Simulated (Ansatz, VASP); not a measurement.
**Two plane-wave programs on ZnS**

```
Zn S
1.0
     3.80690    0.00000    0.00000
    -1.90345    3.29687    0.00000
     0.00000    0.00000    6.24663
Zn S
2 2
Direct
  0.33333 0.66667 0.00138
  0.66667 0.33333 0.50138
  0.33333 0.66667 0.37562
  0.66667 0.33333 0.87562
```

Alike in both runs: functional r2SCAN; k mesh 9 × 9 × 4; occupations gaussian, width 0.02 eV; no spin polarisation.

Ansatz relaxed the structure, and its values are those at the end. VASP's run is a single point on that final structure, the one shown.

|  | VASP | Ansatz |
| --- | --- | --- |
| version | VASP 6.6.1 | Ansatz 0.2.0 |
| potentials or method | VASP PAW PBE potentials, release 64 (Zn, S), cutoff 550 eV | scalar-relativistic, plane waves, PAW |
| valence electrons in the cell | 36 | 36 |

VASP gave:

- gap on the k mesh at the Fermi level (eV): 2.78
- least direct gap on the mesh (eV): 2.78
- pressure (GPa): 0.0
- rms of the force components (eV/Å): 0.004

Task: What did Ansatz give for the same quantities?

Result: gap on the k mesh at the Fermi level (eV): 2.77; least direct gap on the mesh (eV): 2.77; pressure (GPa): 0.0; rms of the force components (eV/Å): 0.000.

VASP's potentials were made for PBE, not for r2SCAN.
